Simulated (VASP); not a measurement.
Input of a VASP 6.6.1 run:

File INCAR:

```
PREC = Accurate ; ENCUT = 500
EDIFF = 1E-6 ; ISMEAR = 0
SIGMA = 0.02 ; LREAL = F
LASPH = T ; NELM = 120
ALGO = Normal ; ISIF = 2
LWAVE = F ; LCHARG = F
GGA = PS ; NBANDS = 26
GGA_COMPAT = F
```

File KPOINTS:

```
Automatic mesh
0
Gamma
  9 9 6
```

POSCAR

```
ZnS
1.0
    3.8230000000      0.0000000000      0.0000000000
   -1.9115000000      3.3108151187      0.0000000000
    0.0000000000      0.0000000000      6.2610000000
Zn S
2 2
Direct
    0.3333333333      0.6666666667      0.0001296852
    0.6666666667      0.3333333333      0.5001296852
    0.3333333333      0.6666666667      0.3748703148
    0.6666666667      0.3333333333      0.8748703148
```

Potentials or basis: VASP PAW PBE potentials, release 64 (Zn, S).

Run with:

```bash
$ cat potpaw_PBE.64/Zn/POTCAR potpaw_PBE.64/S/POTCAR > POTCAR
$ mpirun -np 1 vasp_std > vasp.out
```

(1) What does it give for the band gap on the k mesh?

(2) What does it give for the pressure?

Answers

(1) 2.03 eV, direct.

(2) -2.0 GPa.

Caveat: the PAW data sets were made with another functional, which shifts forces and pressure a little.
